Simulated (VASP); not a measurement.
Mg, 1 atom in the cell. The structure is tetragonal, space group I4/mmm (No. 139). Conventional cell: a = 3.389 Å, b = 3.389 Å, c = 2.989 Å, α = 90.00°, β = 90.00°, γ = 90.00°. Within 3.7 Å of Mg (site symmetry 4/mmm) lie 14 Mg at 2.82 to 3.39 Å. 

* Program: VASP 6.6.1
* Task: single point
* Functional: PBEsol
* Potentials or basis: VASP PAW PBE potentials, release 64 (Mg)
* Cutoff: 520 eV
* k mesh: 18 × 18 × 18
* Occupations: gaussian, width 0.15 eV
* Spin: no spin polarisation
* Dipole correction: no
* Further INCAR settings: ALGO = Fast; EDIFF = 1e-06; NBANDS = 7

Potentials or basis: VASP PAW PBE potentials, release 64 (Mg).

Command:

```bash
$ cat potpaw_PBE.64/Mg/POTCAR > POTCAR
$ mpirun -np 1 vasp_std > vasp.out
```

Hardware: 1 thread of Intel(R) Xeon(R) Platinum 8259CL CPU @ 2.50GHz (Skylake/Cascade Lake) (shared host).

Problem. Estimate the wall time of this run.

Solution. It took 32 s on 1 thread of Intel(R) Xeon(R) Platinum 8259CL CPU @ 2.50GHz (Skylake/Cascade Lake), on a shared host, peak memory 0.19 GiB. Counts: scf iterations 10, k points 480.
